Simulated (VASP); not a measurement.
Runs of VASP 6.6.1 on Fe. The structure is that of space group P6_3/mmc (No. 194), or close to it. The cells are those of the table. This isn't the form of Fe at room conditions, which is bcc.

```csv
task,spin,cell,k mesh,cutoff (eV),gap on the mesh (eV),pressure (GPa)
single point,"non-collinear, zero start, SOC","a = 2.408, b = 2.408, c = 3.806 Å, angles 90.0, 90.0, 120.0°, 2 atoms",15 × 15 × 8,520,-,-0.2
single point,off,"a = 2.376, b = 2.376, c = 3.754 Å, angles 90.0, 90.0, 120.0°, 2 atoms",17 × 17 × 9,520,none,15.2
single point,off,"a = 2.308, b = 2.308, c = 3.647 Å, angles 90.0, 90.0, 120.0°, 2 atoms",17 × 17 × 9,520,none,59.1
relaxation of cell and atoms,off,"relaxed from a = 2.554, b = 2.554, c = 4.170 Å, angles 90.0, 90.0, 120.0°, 2 atoms",14 × 14 × 8,600,none,0.0
single point,off,"a = 2.342, b = 2.342, c = 3.701 Å, angles 90.0, 90.0, 120.0°, 2 atoms",17 × 17 × 9,520,none,(a)
single point,off,"a = 2.408, b = 2.408, c = 3.806 Å, angles 90.0, 90.0, 120.0°, 2 atoms",17 × 17 × 9,520,none,-0.3
single point,off,"a = 2.440, b = 2.440, c = 3.856 Å, angles 90.0, 90.0, 120.0°, 2 atoms",17 × 17 × 9,520,none,(b)
single point,off,"a = 2.408, b = 2.408, c = 3.806 Å, angles 90.0, 90.0, 120.0°, 2 atoms",24 × 24 × 14,520,none,-0.3
```

Alike in all rows: level LDA; potentials or basis VASP PAW LDA potentials, release 64 (Fe); smearing fermi-dirac 0.1 eV.

Problem. Estimate the missing entries.

Solution. (a) 34.6; (b) -12.7.

Caveats: the cell stands under pressure (at least some runs); the cell stands under tension (at least some runs).

A gap of «none» marks levels without a gap at the run's occupations.
